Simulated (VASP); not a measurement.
Wanted: the native input for a VASP 6.6.1 run.

* Task: single point
* Functional: PBE
* Potentials or basis: VASP PAW PBE potentials, release 64 (F, Mg)
* Cutoff: 520 eV
* k mesh: 3 × 3 × 1
* Occupations: gaussian, width 0.05 eV
* Spin: no spin polarisation
* Dipole correction: yes
* Further INCAR settings: ALGO = Normal; EDIFF = 1e-06; NBANDS = 82; NELMDL = -8

The structure of MgF2 lies in POSCAR:

```
MgF2
1.0
    6.1851578341      0.0000000000      0.0000000000
    0.0000000000      6.6437953315      0.0000000000
    0.0000000000      0.0000000000     21.9319886407
F Mg
16 8
Direct
    0.0000000000      0.0000000000      0.3647640044
    0.5000000000      0.0000000000      0.3647640044
    0.2500000000      0.3035692820      0.4242682066
    0.7500000000      0.3035692820      0.4242682066
    0.2500000000      0.6964307180      0.4242682066
    0.7500000000      0.6964307180      0.4242682066
    0.0000000000      0.0000000000      0.4837724088
    0.5000000000      0.0000000000      0.4837724088
    0.0000000000      0.5000000000      0.5159630469
    0.5000000000      0.5000000000      0.5159630469
    0.2500000000      0.8128103544      0.5821688092
    0.7500000000      0.8128103544      0.5821688092
    0.2500000000      0.1871896456      0.5821688092
    0.7500000000      0.1871896456      0.5821688092
    0.0000000000      0.5000000000      0.6345962416
    0.5000000000      0.5000000000      0.6345962416
    0.0000000000      0.5000000000      0.4242682066
    0.5000000000      0.5000000000      0.4242682066
    0.2500000000      0.0000000000      0.4242682066
    0.7500000000      0.0000000000      0.4242682066
    0.0000000000      0.0000000000      0.5720367516
    0.5000000000      0.0000000000      0.5720367516
    0.2500000000      0.5000000000      0.5832092324
    0.7500000000      0.5000000000      0.5832092324
```

These files were run (other wordings do the same):

INCAR

```
SYSTEM = MgF2
PREC = Accurate
ENCUT = 520
EDIFF = 1E-6
ISMEAR = 0
SIGMA = 0.05
LREAL = .FALSE.
LASPH = .TRUE.
NELM = 120
ALGO = Normal
ISIF = 2
LWAVE = .FALSE.
LCHARG = .FALSE.
LDIPOL = .TRUE.
IDIPOL = 3
DIPOL = 0.5 0.5 0.501
GGA = PE
NBANDS = 82
GGA_COMPAT = .FALSE.
NELMDL = -8
```

KPOINTS

```
Automatic mesh
0
G
  3 3 1
  0 0 0
```

Potentials or basis: VASP PAW PBE potentials, release 64 (F, Mg).

Launch:

```sh
$ cat potpaw_PBE.64/F/POTCAR potpaw_PBE.64/Mg/POTCAR > POTCAR
$ mpirun -np 1 vasp_std > vasp.out
```

It gave:

```yaml
Largest_force: 1.643 eV/Å
Band_gap_on_the_k_mesh: 4.94 eV
```

Wall time 7.8 min on 1 thread of Intel(R) Xeon(R) 6975P-C (Granite Rapids), on a shared host, peak memory 0.85 GiB.
